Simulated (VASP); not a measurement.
# TiSe2 (P-3m1) in VASP: relaxation of shape and atoms at fixed volume with r2SCAN+D3(BJ)

Aim: the relaxation of shape and atoms at fixed volume of TiSe2 with r2SCAN+D3(BJ).

Program: VASP 6.6.1. These are calculated values, not measurements. Logs are shortened: lines on timing, memory, paths and dates and some standing lists are left out, and cuts for length are marked.

## Step 1: The cell of the first run

The structure is trigonal, space group P-3m1 (No. 164). The conventional cell has a = 3.501 Å, b = 3.501 Å, c = 5.911 Å, α = 90.00°, β = 90.00°, γ = 120.00°. Within 3.3 Å of Ti (site symmetry -3m) lie 6 Se at 2.52 Å. Within 3.3 Å of Se (site symmetry 3m) lie 3 Ti at 2.52 Å.

## Step 2: Relaxation of shape and atoms at fixed volume, r2SCAN+D3(BJ) (20.92 Å³/atom)

The input, POSCAR:

```
TiSe2
1.0
    3.5012319455      0.0000000000      0.0000000000
   -1.7506159727      3.0321558093      0.0000000000
    0.0000000000      0.0000000000      5.9112510243
Ti Se
1 2
Direct
    0.0000000000      0.0000000000      0.0000000000
    0.3333333333      0.6666666667      0.2554891250
    0.6666666667      0.3333333333      0.7445108750
```

The input, INCAR.step1:

```
ALGO = Normal ; EDIFF = 1E-5
EDIFFG = -0.005 ; ENCUT = 550
GGA = PE ; GGA_COMPAT = F
IBRION = 2 ; ISIF = 3
ISMEAR = 0 ; LASPH = T
LCHARG = F ; LREAL = F
LWAVE = T ; NELM = 120
NELMIN = 4 ; NSW = 100
PREC = Accurate ; SIGMA = 0.05
```

The input, INCAR.step2:

```
ALGO = Normal ; EDIFF = 1E-7
EDIFFG = -0.01 ; ENCUT = 550
GGA_COMPAT = F ; IBRION = 2
ISIF = 4 ; ISMEAR = 0
ISTART = 1 ; IVDW = 12
LASPH = T ; LCHARG = F
LMIXTAU = T ; LREAL = F
LWAVE = F ; METAGGA = R2SCAN
NELM = 120 ; NELMIN = 4
NSW = 60 ; PREC = Accurate
SIGMA = 0.05 ; VDW_A1 = 0.49484001
VDW_A2 = 5.73083694 ; VDW_S6 = 1.0
VDW_S8 = 0.78981345
```

The input, KPOINTS:

```
k-points
0
Gamma
  12 12 6
```

Potentials or basis: VASP PAW PBE potentials, release 64 (Ti_sv, Se).

Started as:

```sh
> cat potpaw_PBE.64/Ti_sv/POTCAR potpaw_PBE.64/Se/POTCAR > POTCAR
> cp INCAR.step1 INCAR
> mpirun -np 1 vasp_std > vasp.out
> cp INCAR.step2 INCAR
> mpirun -np 1 vasp_std > vasp.out
```

OUTCAR:

```text
EDIFF = 1E-7
   EDIFFG = -0.01
   ENCUT = 550
   IBRION = 2
   ISIF = 4
   ISMEAR = 0
   ISTART = 1
   IVDW = 12
   LASPH = T
   LREAL = F
   METAGGA = R2SCAN
   NELM = 120
   NELMIN = 4
   NSW = 60
   PREC = Accurate
 IVDW          = 12

 ion  position               nearest neighbor table
   1  0.000  0.000  0.000-   2 2.52   3 2.52   2 2.52   3 2.52   3 2.52   2 2.52
   2  0.333  0.667  0.255-   1 2.52   1 2.52   1 2.52
   3  0.667  0.333  0.745-   1 2.52   1 2.52   1 2.52

  LATTYP: Found a hexagonal cell.
 ALAT       =     3.5012319455
 C/A-ratio  =     1.6883345966

  Lattice vectors:

 A1 = (   3.5012319455,   0.0000000000,   0.0000000000)
 A2 = (  -1.7506159727,   3.0321558093,   0.0000000000)
 A3 = (   0.0000000000,   0.0000000000,   5.9112510243)

Analysis of symmetry for initial positions (statically):
=====================================================================
 Subroutine PRICEL returns:
 Original cell was already a primitive cell.

 Routine SETGRP: Setting up the symmetry group for a
 hexagonal supercell.

 Subroutine GETGRP returns: Found 12 space group operations
 (whereof 12 operations were pure point group operations)
 out of a pool of 24 trial point group operations.

The static configuration has the point symmetry D_3d.

Analysis of symmetry for dynamics (positions and initial velocities):
=====================================================================
 Subroutine PRICEL returns:
 Original cell was already a primitive cell.

 Routine SETGRP: Setting up the symmetry group for a
 hexagonal supercell.

 Subroutine GETGRP returns: Found 12 space group operations
 (whereof 12 operations were pure point group operations)
 out of a pool of 24 trial point group operations.

The dynamic configuration has the point symmetry D_3d.

 Subroutine INISYM returns: Found 12 space group operations
 (whereof 12 operations are pure point group operations),
 and found     1 'primitive' translations

----------------------------------------------------------------------------------------

                                     Primitive cell

  volume of cell :      62.7555

  direct lattice vectors                    reciprocal lattice vectors
     3.501231945  0.000000000  0.000000000     0.285613754  0.164899178  0.000000000
    -1.750615973  3.032155809  0.000000000     0.000000000  0.329798356  0.000000000
     0.000000000  0.000000000  5.911251024     0.000000000  0.000000000  0.169168928

  length of vectors
     3.501231945  3.501231945  5.911251024     0.329798356  0.329798356  0.169168928

  position of ions in fractional coordinates (direct lattice)
     0.000000000  0.000000000  0.000000000
     0.333333333  0.666666667  0.255489125
     0.666666667  0.333333333  0.744510875

  ion indices of the primitive-cell ions
   primitive index   ion index
                 1           1
                 2           2
                 3           3

----------------------------------------------------------------------------------------

 KPOINTS: k-points

Automatic generation of k-mesh.
 Grid dimensions read from file:
 generate k-points for:   12   12    6

 Generating k-lattice:

  Cartesian coordinates                     Fractional coordinates (reciprocal lattice)
     0.023801146  0.013741598  0.000000000     0.083333333  0.000000000  0.000000000
     0.000000000  0.027483196  0.000000000     0.000000000  0.083333333  0.000000000
     0.000000000  0.000000000  0.028194821     0.000000000  0.000000000  0.166666667

  Length of vectors
     0.027483196  0.027483196  0.028194821

  Shift w.r.t. Gamma in fractional coordinates (k-lattice)
     0.000000000  0.000000000  0.000000000

 Subroutine IBZKPT returns following result:
 ===========================================

 Found    100 irreducible k-points:

 Following reciprocal coordinates:
            Coordinates               Weight
  0.000000  0.000000  0.000000      1.000000
  0.083333  0.000000  0.000000      6.000000
  0.166667  0.000000  0.000000      6.000000
  0.250000  0.000000  0.000000      6.000000
  0.333333  0.000000  0.000000      6.000000
  0.416667  0.000000  0.000000      6.000000
[... 16 lines left out ...]
  0.166667  0.000000  0.166667      6.000000
  0.000000  0.166667  0.166667      6.000000
 [... further k-points ...]
   k-points           NKPTS =    100   k-points in BZ     NKDIM =    100   number of bands    NBANDS=     16
   number of dos      NEDOS =    301   number of ions     NIONS =      3
   total plane-waves  NPLWV =  37632
   dimension x,y,z NGX =    28 NGY =   28 NGZ =   48
   dimension x,y,z NGXF=    56 NGYF=   56 NGZF=   96
   ions per type =               1   2
   NGX,Y,Z   is equivalent  to a cutoff of  13.29, 13.29, 13.50 a.u.
   NGXF,Y,Z  is equivalent  to a cutoff of  26.59, 26.59, 27.00 a.u.
 SYSTEM =  unknown system
   PREC   = accura    normal or accurate (medium, high low for compatibility)
   ISTART =      1    job   : 0-new  1-cont  2-samecut
   ICHARG =      0    charge: 1-file 2-atom 10-const
   ISPIN  =      1    spin polarized calculation?
   LNONCOLLINEAR =      F non collinear calculations
   LSORBIT =      F    spin-orbit coupling
   LASPH  =      T    aspherical Exc in radial PAW
   ENCUT  =  550.0 eV  40.42 Ry    6.36 a.u.   6.70  6.70 11.30*2*pi/ulx,y,z
   NELM   =    120;   NELMIN=  4; NELMDL=  0     # of ELM steps
   EDIFF  = 0.1E-06   stopping-criterion for ELM
   LREAL  =      F    real-space projection
   EDIFFG = -.1E-01   stopping-criterion for IOM
   NSW    =     60    number of steps for IOM
   IBRION =      2    ionic relax: 0-MD 1-quasi-New 2-CG
   NFREE  =      1    steps in history (QN), initial steepest desc. (CG)
   ISIF   =      4    stress and relaxation
   ISYM   =      2    0-nonsym 1-usesym 2-fastsym
   POTIM  = 0.5000    time-step for ionic-motion
   TEBEG  =    0.0;   TEEND  =   0.0 temperature during run
   PSTRESS=    0.0 pullay stress
   NELECT =      24.0000    total number of electrons
   NUPDOWN=      -1.0000    fix difference up-down
   EMIN   =  10.00;   EMAX   =-10.00  energy-range for DOS
   EFERMI =   0.00;   METHOD = LEGACY
   ISMEAR =     0;   SIGMA  =   0.05  broadening in eV -4-tet -1-fermi 0-gaus
   EFERMI_NEDOS =   21; number of points for ismear=-14 and -15
   IALGO  =     38    algorithm
   IMIX   =      4    mixing-type and parameters
     AMIX     =   0.40;   BMIX     =  1.00
     AMIX_MAG =   1.60;   BMIX_MAG =  1.00
  volume/ion in A,a.u.               =      20.92       141.17
  Fermi-wavevector in a.u.,A,eV,Ry     =   1.188305  2.245571 19.212367  1.412069
  Thomas-Fermi vector in A             =   2.324438
   LORBIT       =      0    0 simple, 1 ext, 2 COOP (PROOUT), +10 PAW based schemes
   METAGGA = R2SCAN    functional components
   LHFCALC =     F    Hartree Fock is set to
   AEXX    =    0.0000 exact exchange contribution
   IVDW    =    12    specifies the selected vdW correction
   LEPSILON=     F    determine dielectric tensor
   LRPA    =     F    only Hartree local field effects (RPA)
 conjugate gradient relaxation of ions
 non-spin polarized calculation
 Gauss-broadening in eV      SIGMA  =   0.05
  energy-cutoff  :      550.00
  volume of cell :       62.76
 maximum number of plane-waves:      1862
 NGX is ok and might be reduce to    28
   NGX = 13   NGY = 13   NGZ = 23

--------------------------------------- Ionic step        1  -------------------------------------------

 number of electron      24.0000001 magnetization

 Free energy of the ion-electron system (eV)
  ---------------------------------------------------
  ext. energy  EPLUGINS =         0.00000000
  ---------------------------------------------------
  free energy    TOTEN  =       -45.43092682 eV

  energy without entropy =      -45.43047607  energy(sigma->0) =      -45.43070144

------------------------ aborting loop because EDIFF is reached ----------------------------------------

 Edisp (eV)   -0.62160

 E8    (eV) :    -0.2098

  FORCE on cell =-STRESS in cart. coord.  units (eV):
  Direction    XX          YY          ZZ          XY          YZ          ZX
  --------------------------------------------------------------------------------------
  -------------------------------------------------------------------------------------
  Total       1.09789     1.09789     1.10358     0.00000    -0.00000    -0.00000
  in kB      28.02963    28.02963    28.17490     0.00000    -0.00000    -0.00000
  external pressure =       28.08 kB  Pullay stress =        0.00 kB
[... 145 lines left out ...]
  energy  without entropy=      -46.0571448187  energy(sigma->0) =      -46.05735125

--------------------------------------- Ionic step        5  -------------------------------------------

 number of electron      24.0000002 magnetization

 Free energy of the ion-electron system (eV)
  ---------------------------------------------------
  ext. energy  EPLUGINS =         0.00000000
  ---------------------------------------------------
  free energy    TOTEN  =       -45.43585315 eV

  energy without entropy =      -45.43540938  energy(sigma->0) =      -45.43563127

 E-fermi :   5.1315     XC(G=0): -10.7021

 val. band max:        5.1083214579   @ k =   0.5000   0.0000   0.3333
 cond. band min:       5.1824697798   @ k =   0.0000   0.0000   0.5000
 fundamental gap:      0.0741483219
 Fermi energy:         5.1314848533

 k-point     1 :       0.0000    0.0000    0.0000
  band No.  band energies     occupation
      1     -55.0208      2.00000
      2     -30.2061      2.00000
      3     -30.1903      2.00000
      4     -30.1903      2.00000
      5      -9.6946      2.00000
      6      -8.0516      2.00000
[... 8 lines left out ...]
     15       5.8750      0.00000
     16       8.4867      0.00000
[... 420 lines left out ...]
  band No.  band energies     occupation
      1     -55.0186      2.00000
      2     -30.2154      2.00000
      3     -30.2004      2.00000
      4     -30.1959      2.00000
      5      -9.3113      2.00000
      6      -8.0672      2.00000
[... 8 lines left out ...]
     15       6.7209      0.00000
     16       8.0608      0.00000

 [... further k-points ...]

------------------------ aborting loop because EDIFF is reached ----------------------------------------

 Edisp (eV)   -0.62191

 E8    (eV) :    -0.2100

  FORCE on cell =-STRESS in cart. coord.  units (eV):
  Direction    XX          YY          ZZ          XY          YZ          ZX
  --------------------------------------------------------------------------------------
  -------------------------------------------------------------------------------------
  Total       0.63290     0.63290     0.62770     0.00000    -0.00000     0.00000
  in kB      16.15811    16.15811    16.02545     0.00000    -0.00000     0.00000
  external pressure =       16.11 kB  Pullay stress =        0.00 kB
[... 18 lines left out ...]
  FREE ENERGIE OF THE ION-ELECTRON SYSTEM (eV)
  ---------------------------------------------------
  free  energy   TOTEN  =       -46.0577616296 eV

  energy  without entropy=      -46.0573178631  energy(sigma->0) =      -46.05753975

 reached required accuracy - stopping structural energy minimisation
```

It took 19 min on 1 thread of Intel Xeon 6975P-C (Granite Rapids), shared host; peak memory 0.3 GiB.

Results:

```yaml
Free_energy: -46.0578 eV
Energy_gained_by_relaxing: 1.7 meV/atom
Ionic_steps: 5
Pressure_after_relaxing: 1.6 GPa
Largest_force_after_relaxing: 0.004 eV/Å
Band_gap_on_the_k_mesh: zero (bands 12 and 13 overlap by 0.47 eV)
Dispersion_energy_per_atom: -0.207 eV
```

Forces in eV/Å, atoms in the order of the input:
```
Ti   0.000  0.000  0.000
Se   0.000  0.000 -0.004
Se   0.000  0.000  0.004
```

The path:
| step | energy change (eV) | largest force (eV/Å) | pressure (GPa) | volume (Å³) |
| --- | --- | --- | --- | --- |
| 1 | 0.0000 | 0.2424 | 2.81 | 62.76 |
| 2 | -0.0038 | 0.0842 | 2.15 | 62.76 |
| 3 | -0.0043 | 0.0025 | 1.80 | 62.76 |
| 4 | -0.0050 | 0.0028 | 1.70 | 62.76 |
| 5 | -0.0052 | 0.0038 | 1.61 | 62.76 |

Final structure:
```
Ti Se
1.0
     3.51207    0.00000    0.00000
    -1.75604    3.04155    0.00000
     0.00000    0.00000    5.87481
Ti Se
1 2
Direct
  0.00000 0.00000 0.00000
  0.33333 0.66667 0.25922
  0.66667 0.33333 0.74078
```

Levels at points of the mesh, in eV from the Fermi level:
| k point | band 10 | band 11 | band 12 | band 13 | band 14 | band 15 |
| --- | --- | --- | --- | --- | --- | --- |
| (0.00, 0.00, 0.00) | 0.16 | 0.33 | 0.33 | 0.48 | 0.48 | 0.74 |
| (0.50, 0.00, 0.00) | -3.07 | -2.64 | -1.71 | 0.13 | 1.44 | 1.90 |
| (0.00, 0.00, 0.50) | -2.62 | 0.05 | 0.05 | 0.46 | 0.46 | 1.40 |
| (0.50, 0.00, 0.50) | -2.90 | -1.36 | -1.22 | -0.14 | 1.44 | 1.85 |

Caveat: the PAW data sets were made with another functional, which shifts forces and pressure a little.
